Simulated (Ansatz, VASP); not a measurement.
Cd3HgTe4 in VASP and in Ansatz

```
CELL_PARAMETERS angstrom
4.31519 0.00000 0.00000
0.00000 4.31519 0.00000
0.00000 0.00000 12.39094
ATOMIC_POSITIONS crystal
Cd 0.00000 0.00000 0.75116
Cd 0.50000 0.50000 0.00000
Cd 0.00000 0.00000 0.24884
Hg 0.50000 0.50000 0.50000
Te 0.00000 0.00000 0.00000
Te 0.50000 0.50000 0.24246
Te 0.00000 0.00000 0.50000
Te 0.50000 0.50000 0.75754
```

Alike in both runs: functional PBE; k mesh 8 × 8 × 4; occupations gaussian, width 0.1 eV; no spin polarisation.

Ansatz relaxed the structure, and its values are those at the end. VASP's run is a single point on that final structure, the one shown.

|  | VASP | Ansatz |
| --- | --- | --- |
| version | VASP 6.6.1 | Ansatz 0.2.0 |
| potentials or method | VASP PAW PBE potentials, release 64 (Cd, Hg, Te), cutoff 520 eV | scalar-relativistic, plane waves, PAW |
| valence electrons in the cell | 72 | 144 |

|  | VASP | Ansatz | Ansatz less VASP |
| --- | --- | --- | --- |
| gap on the k mesh at the Fermi level (eV) | none | none | - |
| pressure (GPa) | 0.1 | 0.0 | -0.14 |

A gap of «none» marks a metal or a gap that the smearing closes. The functional is the same, so the differences come from potentials, cutoffs and numerics. VASP's potentials hold 72 valence electrons a cell and Ansatz's 144, so a difference there can come from the potentials and not from the codes.

Neither program's run includes spin-orbit coupling.
